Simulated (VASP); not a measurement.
The system is Ir.

```xyz
1
Lattice="0.0000 1.8532 1.8532 1.8532 0.0000 1.8532 1.8532 1.8532 0.0000" Properties=species:S:1:pos:R:3 pbc="T T T"
Ir    0.0000    0.0000    0.0000
```

This cell differs from its parent crystal: volume 12.729 Å^3 an atom, c/a of the conventional cell 1.0000.

Base run:

- Program: VASP 6.6.1
- Functional: LDA
- Potentials or basis: VASP PAW LDA potentials, release 64 (Ir_sv_GW)
- Cutoff: 500 eV
- k mesh: 22 × 22 × 22
- Occupations: gaussian, width 0.15 eV
- Spin: no spin polarisation

Its results: pressure 40.2 GPa.

**Question.** The run is repeated on the same cell with these changes: potentials or basis from VASP PAW LDA potentials, release 64 (Ir_sv_GW) to VASP PAW LDA potentials, release 64 (Ir); cutoff from 500 eV to 520 eV; further incar settings from ALGO = Normal; EDIFF = 1e-06; NBANDS = 14 to ALGO = Normal; EDIFF = 1e-06; NBANDS = 10; valence electrons from 17 to 9. What comes out?

**Answer.** Pressure 45.7 GPa.
